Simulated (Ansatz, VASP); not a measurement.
# Ge: VASP beside Ansatz

File POSCAR:

```
Ge
1.0
   -1.6084200000      1.6084200000      1.8731800000
    1.6084200000     -1.6084200000      1.8731800000
    1.6084200000      1.6084200000     -1.8731800000
Ge
1
Direct
    0.5000000000      0.5000000000      0.0000000000
```

File INCAR.step1:

```
SYSTEM = Ge
ALGO = Normal
EDIFF = 1E-5
ENCUT = 520
GGA = PE
ISIF = 2
ISMEAR = -1
LASPH = .True.
LCHARG = .False.
LREAL = .False.
LWAVE = .True.
NBANDS = 13
NELM = 100
PREC = Accurate
SIGMA = 0.05
```

INCAR.step2

```
SYSTEM = Ge
ALGO = Normal
EDIFF = 1E-6
ENCUT = 520
GGA = PE
HFSCREEN = 0.2079
ISIF = 2
ISMEAR = -1
ISTART = 1
LASPH = .True.
LCHARG = .False.
LHFCALC = .True.
LREAL = .False.
LWAVE = .False.
NBANDS = 13
NELM = 100
PREC = Accurate
PRECFOCK = Normal
SIGMA = 0.05
```

File KPOINTS:

```
k-points
0
Gamma
  7 7 7
  0 0 0
```

Contents of input.yaml:

```yaml
crystal:
  lattice:
    - [-1.60842, 1.60842, 1.87318]
    - [1.60842, -1.60842, 1.87318]
    - [1.60842, 1.60842, -1.87318]
  atoms:
    - { symbol: Ge, position: [0.5, 0.5, 0.0] }
hamiltonian:
  xc: hse06
  pseudopotentials: { kind: paw }
kpoints:
  mp_grid: { grid: [7, 7, 7] }
  band_path:
    path:
      - [[0.0, 0.0, 0.0], [0.0, 0.0, 0.5], [-0.3686463256, 0.3686463256, 0.5], [-0.4343231628, 0.4343231628, 0.4343231628], [0.0, 0.0, 0.0], [0.5, 0.5, -0.5], [0.4343231628, 0.5656768372, -0.4343231628], [0.0, 0.5, 0.0], [0.25, 0.25, 0.25], [0.5, 0.5, -0.3686463256], [0.5, 0.5, -0.5]]
      - [[0.0, 0.0, 0.5], [0.25, 0.25, 0.25]]
    npoints: 4
scf:
  occupations: { method: fermi_dirac, width: 0.05 }
  n_extra_bands: 6
output:
  forces: true
  stress: true
  eigenvalues: true
  fatbands: false
```

Alike in both runs: functional HSE06; k mesh 7 × 7 × 7; occupations fermi-dirac, width 0.05 eV; no spin polarisation.

```csv
,VASP,Ansatz
version,VASP 6.6.1,Ansatz 0.2.0
potentials or method,"VASP PAW PBE potentials, release 64 (Ge_d)",Ansatz PAW
plane-wave cutoff (eV),520,420
valence electrons in the cell,14,14
task,single point,band structure
```

Ansatz gave:

- gap on the k mesh at the Fermi level (eV): none
- pressure (GPa): -1.4
- traceless stress, the component that is largest in VASP (GPa): -3.03

Q: What did VASP give for the same quantities?

A: gap on the k mesh at the Fermi level (eV): none; pressure (GPa): -1.2; traceless stress, the component that is largest in VASP (GPa): -3.03.

A gap of «none» marks a metal or a gap that the smearing closes. With one functional, cell and mesh, what is left measures potentials, basis and numerics.

The k mesh is coarse, so the values compare programs but aren't converged.
